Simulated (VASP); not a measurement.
Wanted: the native input for a VASP 6.6.1 run.

```yaml
Task: single point
Functional: RPBE
Potentials_or_basis: VASP PAW PBE potentials, release 64 (Cr_pv)
Cutoff: 520 eV
k_mesh: 19 × 19 × 5
Occupations: fermi-dirac, width 0.1 eV
Spin: no spin polarisation
Dipole_correction: no
Further_INCAR_settings: ALGO = Normal; EDIFF = 1e-06; NBANDS = 32
```

The structure of Cr lies in POSCAR:

```
Cr
1.0
    2.5195407505      0.0000000000      0.0000000000
   -1.2597703752      2.1819862958      0.0000000000
    0.0000000000      0.0000000000      8.8542024369
Cr
4
Direct
    1.0000000000      1.0000000000      1.0000000000
    0.0000000000      0.0000000000      0.5000000000
    0.3333333333      0.6666666667      0.2500000000
    0.6666666667      0.3333333333      0.7500000000
```

One way to write it, as run:

INCAR

```
SYSTEM = Cr
  ALGO = Normal
  EDIFF = 1E-6
  ENCUT = 520
  GGA = RP
  ISIF = 2
  ISMEAR = -1
  LASPH = .TRUE.
  LCHARG = .FALSE.
  LREAL = .FALSE.
  LWAVE = .FALSE.
  NBANDS = 32
  NELM = 80
  PREC = Accurate
  SIGMA = 0.1
```

KPOINTS

```
k-points
0
G
  19 19 5
  0 0 0
```

Potentials or basis: VASP PAW PBE potentials, release 64 (Cr_pv).

Command:

```bash
$ cat potpaw_PBE.64/Cr_pv/POTCAR > POTCAR
$ mpirun -np 1 vasp_std > vasp.out
```

Results of the run:

- Pressure: -0.4 GPa
- Band gap on the k mesh: zero (band 24 reaches 11.11 eV, above the bottom of band 25 at 9.86 eV)

Caveat: the PAW data sets were made with another functional, which shifts forces and pressure a little; the run has no spin polarisation, though such a crystal can be magnetic.

Wall time 86 s on 1 thread of AMD EPYC 9R45 (Zen 5), with other jobs on the host, peak memory 0.23 GiB.
